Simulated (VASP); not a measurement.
Write the native input for VASP 6.6.1 that does the following.

* Task: single point
* Functional: PBEsol
* Dispersion: D4
* Potentials or basis: VASP PAW PBE potentials, release 64 (Co, O)
* Cutoff: 520 eV
* k mesh: 8 × 8 × 5, shifted
* Occupations: methfessel-paxton, width 0.3 eV
* Spin: collinear spin, ferromagnetic start
* Starting moments: [2.5, 2.5, 0.0, 0.0] μB
* Dipole correction: no
* Further INCAR settings: ALGO = Normal; EDIFF = 1e-06; NBANDS = 27; ISYM = 0

The structure of CoO lies in POSCAR:

```
CoO
1.0
    3.1976460000      0.0000000000      0.0000000000
   -1.5988230000      2.7692420000      0.0000000000
    0.0000000000      0.0000000000      5.2287100000
Co O
2 2
Direct
    0.0000000000      0.0000000000      0.0034740000
    0.3333333333      0.6666666667      0.5033620000
    0.0000000000      0.0000000000      0.3716090000
    0.3333333333      0.6666666667      0.8715560000
```

These files were run (other wordings do the same):

INCAR

```
SYSTEM = CoO
ALGO = Normal
EDIFF = 1E-6
ENCUT = 520
GGA = PS
ISIF = 2
ISMEAR = 1
ISPIN = 2
ISYM = 0
IVDW = 13
LASPH = .TRUE.
LCHARG = .FALSE.
LMAXMIX = 4
LORBIT = 11
LREAL = .FALSE.
LWAVE = .FALSE.
MAGMOM = 2.5 2.5 0 0
NBANDS = 27
NELM = 150
PREC = Accurate
SIGMA = 0.3
```

KPOINTS

```
Automatic mesh
0
Gamma
  8 8 5
  0.5 0.5 0
```

Potentials or basis: VASP PAW PBE potentials, release 64 (Co, O).

Launch:

```bash
$ cat potpaw_PBE.64/Co/POTCAR potpaw_PBE.64/O/POTCAR > POTCAR
$ mpirun -np 1 vasp_std > vasp.out
```

It gave:

The pressure is -9.4 GPa and the largest force is 0.244 eV/Å. The net moment is 5.80 μB per cell. The site moments are Co +2.48; O +0.32 μB and the valence electrons inside the program's atomic spheres are Co 7.97; O 4.96. The dispersion energy per atom is -0.135 eV.

Caveat: the cell stands under tension; so wide a smearing shifts energies and pressures; the PAW data sets were made with another functional, which shifts forces and pressure a little.

Wall time 13 min on 1 thread of Intel(R) Xeon(R) Platinum 8488C (Sapphire Rapids) (shared host), peak memory 0.82 GiB.
